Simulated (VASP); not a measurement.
# Ho3PRu (P6/mmm) in VASP: further runs, part 2 of 2

VASP 6.6.1. Earlier steps stand in the parts before.

**3. Single point, PBE**

This run uses another cell than the first one, of 28.43 Å³/atom.

File INCAR:

```
SYSTEM = Ho3PRu
PREC = Accurate
ENCUT = 500
EDIFF = 1E-6
ISMEAR = 0
SIGMA = 0.1
LREAL = .FALSE.
LASPH = .TRUE.
NELM = 200
ALGO = Normal
ISIF = 2
LWAVE = .FALSE.
LCHARG = .TRUE.
GGA = PE
LELF = .TRUE.
LVHAR = .TRUE.
NBANDS = 31
GGA_COMPAT = .FALSE.
LMAXMIX = 6
```

File KPOINTS:

```
regular mesh
0
G
  6 6 10
  0 0 0
```

File POSCAR:

```
Ho3PRu
1.0
    6.1649453868      0.0000000000      0.0000000000
   -3.0824726934      5.3389993179      0.0000000000
    0.0000000000      0.0000000000      4.3184928455
Ho P Ru
3 1 1
Direct
    0.5000000000      0.0000000000      0.0000000000
    0.0000000000      0.5000000000      0.0000000000
    0.5000000000      0.5000000000      0.0000000000
    0.0000000000      0.0000000000      0.5000000000
    0.0000000000      0.0000000000      0.0000000000
```

Potentials or basis: VASP PAW PBE potentials, release 64 (Ho_3, P, Ru_pv), 4f in core.

On the command line:

```console
> cat potpaw_PBE.64/Ho_3/POTCAR potpaw_PBE.64/P/POTCAR potpaw_PBE.64/Ru_pv/POTCAR > POTCAR
> mpirun -np 1 vasp_std > vasp.out
```

OUTCAR:

```text
SYSTEM = Ho3PRu
   PREC = Accurate
   ENCUT = 500
   EDIFF = 1E-6
   ISMEAR = 0
   LREAL = .FALSE.
   LASPH = .TRUE.
   NELM = 200
   ISIF = 2
   GGA = PE

 ion  position               nearest neighbor table
   1  0.500  0.000  0.000-   2 3.08   3 3.08   3 3.08   2 3.08   5 3.08   5 3.08
   2  0.000  0.500  0.000-   1 3.08   5 3.08   5 3.08   1 3.08   3 3.08   3 3.08
   3  0.500  0.500  0.000-   1 3.08   5 3.08   1 3.08   5 3.08   2 3.08   2 3.08
   4  0.000  0.000  0.500-   5 2.16   5 2.16
   5  0.000  0.000  0.000-   4 2.16   4 2.16   2 3.08   3 3.08   2 3.08   3 3.08   1 3.08   1 3.08

  LATTYP: Found a hexagonal cell.
 ALAT       =     6.1649453868
 C/A-ratio  =     0.7004916629

  Lattice vectors:

 A1 = (   6.1649453868,   0.0000000000,   0.0000000000)
 A2 = (  -3.0824726934,   5.3389993179,   0.0000000000)
 A3 = (   0.0000000000,   0.0000000000,   4.3184928455)

Analysis of symmetry for initial positions (statically):
=====================================================================
 Subroutine PRICEL returns:
 Original cell was already a primitive cell.

 Routine SETGRP: Setting up the symmetry group for a
 hexagonal supercell.

 Subroutine GETGRP returns: Found 24 space group operations
 (whereof 24 operations were pure point group operations)
 out of a pool of 24 trial point group operations.

The static configuration has the point symmetry D_6h.

Analysis of symmetry for dynamics (positions and initial velocities):
=====================================================================
 Subroutine PRICEL returns:
 Original cell was already a primitive cell.

 Routine SETGRP: Setting up the symmetry group for a
 hexagonal supercell.

 Subroutine GETGRP returns: Found 24 space group operations
 (whereof 24 operations were pure point group operations)
 out of a pool of 24 trial point group operations.

The dynamic configuration has the point symmetry D_6h.

 Subroutine INISYM returns: Found 24 space group operations
 (whereof 24 operations are pure point group operations),
 and found     1 'primitive' translations

----------------------------------------------------------------------------------------

                                     Primitive cell

  volume of cell :     142.1416

  direct lattice vectors                    reciprocal lattice vectors
     6.164945387  0.000000000  0.000000000     0.162207439  0.093650508  0.000000000
    -3.082472693  5.338999318  0.000000000     0.000000000  0.187301017  0.000000000
     0.000000000  0.000000000  4.318492845     0.000000000  0.000000000  0.231562269

  length of vectors
     6.164945387  6.164945387  4.318492845     0.187301017  0.187301017  0.231562269

  position of ions in fractional coordinates (direct lattice)
     0.500000000  0.000000000  0.000000000
     0.000000000  0.500000000  0.000000000
     0.500000000  0.500000000  0.000000000
     0.000000000  0.000000000  0.500000000
     0.000000000  0.000000000  0.000000000

  ion indices of the primitive-cell ions
   primitive index   ion index
                 1           1
                 2           2
                 3           3
                 4           4
                 5           5

----------------------------------------------------------------------------------------
[... 28 lines left out ...]
  0.166667 -0.000000  0.000000      6.000000
  0.333333 -0.000000  0.000000      6.000000
  0.500000 -0.000000  0.000000      3.000000
  0.166667  0.166667  0.000000      6.000000
  0.333333  0.166667  0.000000     12.000000
[... 16 lines left out ...]
  0.166667 -0.000000  0.300000     12.000000
  0.333333 -0.000000  0.300000     12.000000
 [... further k-points ...]
   k-points           NKPTS =     42   k-points in BZ     NKDIM =     42   number of bands    NBANDS=     31
   number of dos      NEDOS =    301   number of ions     NIONS =      5
   total plane-waves  NPLWV =  73728
   dimension x,y,z NGX =    48 NGY =   48 NGZ =   32
   dimension x,y,z NGXF=    96 NGYF=   96 NGZF=   64
   ions per type =               3   1   1
   NGX,Y,Z   is equivalent  to a cutoff of  12.94, 12.94, 12.32 a.u.
   NGXF,Y,Z  is equivalent  to a cutoff of  25.89, 25.89, 24.64 a.u.
 SYSTEM =  Ho3PRu
   PREC   = accura    normal or accurate (medium, high low for compatibility)
   ISTART =      0    job   : 0-new  1-cont  2-samecut
   ICHARG =      2    charge: 1-file 2-atom 10-const
   ISPIN  =      1    spin polarized calculation?
   LNONCOLLINEAR =      F non collinear calculations
   LSORBIT =      F    spin-orbit coupling
   LASPH  =      T    aspherical Exc in radial PAW
   ENCUT  =  500.0 eV  36.75 Ry    6.06 a.u.  11.24 11.24  7.87*2*pi/ulx,y,z
   NELM   =    200;   NELMIN=  2; NELMDL= -5     # of ELM steps
   EDIFF  = 0.1E-05   stopping-criterion for ELM
   LREAL  =      F    real-space projection
   EDIFFG = 0.1E-04   stopping-criterion for IOM
   NSW    =      0    number of steps for IOM
   IBRION =     -1    ionic relax: 0-MD 1-quasi-New 2-CG
   NFREE  =      0    steps in history (QN), initial steepest desc. (CG)
   ISIF   =      2    stress and relaxation
   ISYM   =      2    0-nonsym 1-usesym 2-fastsym
   POTIM  = 0.5000    time-step for ionic-motion
   TEBEG  =    0.0;   TEEND  =   0.0 temperature during run
   PSTRESS=    0.0 pullay stress
   NELECT =      46.0000    total number of electrons
   NUPDOWN=      -1.0000    fix difference up-down
   EMIN   =  10.00;   EMAX   =-10.00  energy-range for DOS
   EFERMI =   0.00;   METHOD = LEGACY
   ISMEAR =     0;   SIGMA  =   0.10  broadening in eV -4-tet -1-fermi 0-gaus
   EFERMI_NEDOS =   21; number of points for ismear=-14 and -15
   IALGO  =     38    algorithm
   IMIX   =      4    mixing-type and parameters
     AMIX     =   0.40;   BMIX     =  1.00
     AMIX_MAG =   1.60;   BMIX_MAG =  1.00
  volume/ion in A,a.u.               =      28.43       191.84
  Fermi-wavevector in a.u.,A,eV,Ry     =   1.123967  2.123990 17.188274  1.263302
  Thomas-Fermi vector in A             =   2.260636
   LORBIT       =      0    0 simple, 1 ext, 2 COOP (PROOUT), +10 PAW based schemes
   GGA     = PE    functional components
   LHFCALC =     F    Hartree Fock is set to
   AEXX    =    0.0000 exact exchange contribution
   IVDW    =     0    specifies the selected vdW correction
   LEPSILON=     F    determine dielectric tensor
   LRPA    =     F    only Hartree local field effects (RPA)
 non-spin polarized calculation
 Gauss-broadening in eV      SIGMA  =   0.10
  energy-cutoff  :      500.00
  volume of cell :      142.14
 maximum number of plane-waves:      3652
 NGX is ok and might be reduce to    48
   NGX = 23   NGY = 23   NGZ = 15

 number of electron      45.9999995 magnetization

 Free energy of the ion-electron system (eV)
  ---------------------------------------------------
  ext. energy  EPLUGINS =         0.00000000
  ---------------------------------------------------
  free energy    TOTEN  =       -27.20565978 eV

  energy without entropy =      -27.16992336  energy(sigma->0) =      -27.18779157

 E-fermi :   3.6420     XC(G=0):  -9.6271

 val. band max:        3.6318528373   @ k =   0.3333  -0.0000   0.2000
 cond. band min:       3.6438295551   @ k =   0.1667   0.1667   0.4000
 fundamental gap:      0.0119767178
 Fermi energy:         3.6420338234

 k-point     1 :       0.0000    0.0000    0.0000
  band No.  band energies     occupation
      1     -39.0475      2.00000
      2     -38.5173      2.00000
      3     -38.5173      2.00000
      4     -21.4844      2.00000
      5     -20.9657      2.00000
      6     -20.9657      2.00000
[... 805 lines left out ...]
     30       5.9781      0.00000
     31       6.0715      0.00000

 [... further k-points ...]

------------------------ aborting loop because EDIFF is reached ----------------------------------------

  FORCE on cell =-STRESS in cart. coord.  units (eV):
  Direction    XX          YY          ZZ          XY          YZ          ZX
  --------------------------------------------------------------------------------------
  -------------------------------------------------------------------------------------
  Total        0.2455736      0.2455736     -0.0970728      0.0000000     -0.0000000     -0.0000000
  in kB        2.7680310      2.7680310     -1.0941756      0.0000000     -0.0000000     -0.0000000
  external PRESSURE =       1.4806288 kB  Pullay stress =       0.0000000 kB

 VOLUME and BASIS-vectors are now :
 -----------------------------------------------------------------------------
  energy-cutoff  :      500.00
  volume of cell :      142.14
      direct lattice vectors                 reciprocal lattice vectors
     6.164945387  0.000000000  0.000000000     0.162207439  0.093650508  0.000000000
    -3.082472693  5.338999318  0.000000000     0.000000000  0.187301017  0.000000000
     0.000000000  0.000000000  4.318492845     0.000000000  0.000000000  0.231562269

 POSITION                                       TOTAL-FORCE (eV/Angst)
 -----------------------------------------------------------------------------------
      3.08247      0.00000      0.00000        -0.000000      0.000000      0.000000
     -1.54124      2.66950      0.00000         0.000000      0.000000      0.000000
      1.54124      2.66950      0.00000        -0.000000      0.000000      0.000000
      0.00000      0.00000      2.15925        -0.000000      0.000000      0.000000
      0.00000      0.00000      0.00000        -0.000000      0.000000      0.000000
 -----------------------------------------------------------------------------------
    total drift:                               -0.000000      0.000000      0.000000

  FREE ENERGIE OF THE ION-ELECTRON SYSTEM (eV)
  ---------------------------------------------------
  free  energy   TOTEN  =       -27.2056597840 eV

  energy  without entropy=      -27.1699233579  energy(sigma->0) =      -27.18779157
```

OSZICAR:

```text
N       E                     dE             d eps       ncg     rms          rms(c)
DAV:   1     0.466675738754E+03    0.46668E+03   -0.19281E+04  3068   0.134E+03
DAV:   2     0.168463456574E+02   -0.44983E+03   -0.43552E+03  3922   0.671E+02
DAV:   3    -0.251896234933E+02   -0.42036E+02   -0.38528E+02  4496   0.173E+02
DAV:   4    -0.282575169939E+02   -0.30679E+01   -0.29065E+01  4624   0.393E+01
DAV:   5    -0.283721784465E+02   -0.11466E+00   -0.11079E+00  4544   0.936E+00    0.325E+01
DAV:   6    -0.274214780461E+02    0.95070E+00   -0.11862E+00  4144   0.601E+00    0.181E+01
DAV:   7    -0.272078219167E+02    0.21366E+00   -0.88813E-01  3968   0.534E+00    0.261E+00
DAV:   8    -0.272073834967E+02    0.43842E-03   -0.69189E-02  4384   0.180E+00    0.855E-01
DAV:   9    -0.272082473888E+02   -0.86389E-03   -0.37501E-02  4480   0.103E+00    0.555E-01
DAV:  10    -0.272056028245E+02    0.26446E-02   -0.11425E-02  4216   0.603E-01    0.158E-01
DAV:  11    -0.272056613818E+02   -0.58557E-04   -0.89225E-04  4584   0.177E-01    0.956E-02
DAV:  12    -0.272056613182E+02    0.63590E-07   -0.14591E-04  4392   0.798E-02    0.180E-02
DAV:  13    -0.272056600148E+02    0.13035E-05   -0.98234E-06  3616   0.250E-02    0.498E-03
DAV:  14    -0.272056597840E+02    0.23082E-06   -0.68949E-07  2184   0.103E-02
   1 F= -.27205660E+02 E0= -.27187792E+02  d E =-.357364E-01
```

stdout:

```text
POSCAR found type information on POSCAR HoP Ru
 POSCAR found :  3 types and       5 ions
 scaLAPACK will be used
 LDA part: xc-table for (Slater+PW92), standard interpolation
 POSCAR, INCAR and KPOINTS ok, starting setup
 FFT: planning ... GRIDC
 FFT: planning ... GRID_SOFT
 FFT: planning ... GRID
 WAVECAR not read
 entering main loop
```

It took 85 s on 1 thread of Intel Xeon 6975P-C (Granite Rapids), shared host; peak memory 0.36 GiB.

What came out:

* Free energy: -27.2057 eV
* Pressure: 0.1 GPa
* Band gap on the k mesh: zero (bands 23 and 24 overlap by 1.26 eV)

Caveat: spin-orbit coupling is left out, which moves the levels of the heavy elements; the 4f electrons are frozen in the core, so they carry no moment and show no levels. Spin polarisation is off, so any magnetic state and its effect on volume and gap are missing.
